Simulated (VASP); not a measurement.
Write the native input for VASP 6.6.1 that does the following.

| Property | Result |
| --- | --- |
| Task | single point |
| Functional | PBE |
| Potentials or basis | VASP PAW PBE potentials, release 64 (Be, H) |
| Cutoff | 600 eV |
| k mesh | 8 × 8 × 8 |
| Occupations | gaussian, width 0.1 eV |
| Spin | no spin polarisation |
| Dipole correction | no |
| Further INCAR settings | ALGO = Normal; EDIFF = 1e-06; NBANDS = 8 |

The structure of BeH lies in POSCAR:

```
BeH
1.0
    0.0000000000      1.9682323912      1.9682323912
    1.9682323912      0.0000000000      1.9682323912
    1.9682323912      1.9682323912      0.0000000000
Be H
1 1
Direct
    0.0000000000      0.0000000000      0.0000000000
    0.7500000000      0.7500000000      0.7500000000
```

These files were run (other wordings do the same):

INCAR

```
SYSTEM = BeH
PREC = Accurate ; ENCUT = 600
EDIFF = 1E-6 ; ISMEAR = 0
SIGMA = 0.1 ; LREAL = .FALSE.
LASPH = .TRUE. ; NELM = 120
ALGO = Normal ; ISIF = 2
LWAVE = .FALSE. ; LCHARG = .FALSE.
GGA = PE ; NBANDS = 8
GGA_COMPAT = .FALSE.
```

KPOINTS

```
Automatic mesh
0
G
  8 8 8
  0 0 0
```

Potentials or basis: VASP PAW PBE potentials, release 64 (Be, H).

Run with:

```bash
$ cat potpaw_PBE.64/Be/POTCAR potpaw_PBE.64/H/POTCAR > POTCAR
$ mpirun -np 1 vasp_std > vasp.out
```

It gave:

* Pressure: -14.8 GPa
* Band gap on the k mesh: zero (an odd number of electrons rules out a gap without spin polarisation)

Caveat: the cell stands under tension.

Run time: 4.2 s on 1 thread of AMD EPYC 7R43 64-Core Processor (Zen 3) (shared host), peak memory 0.09 GiB.
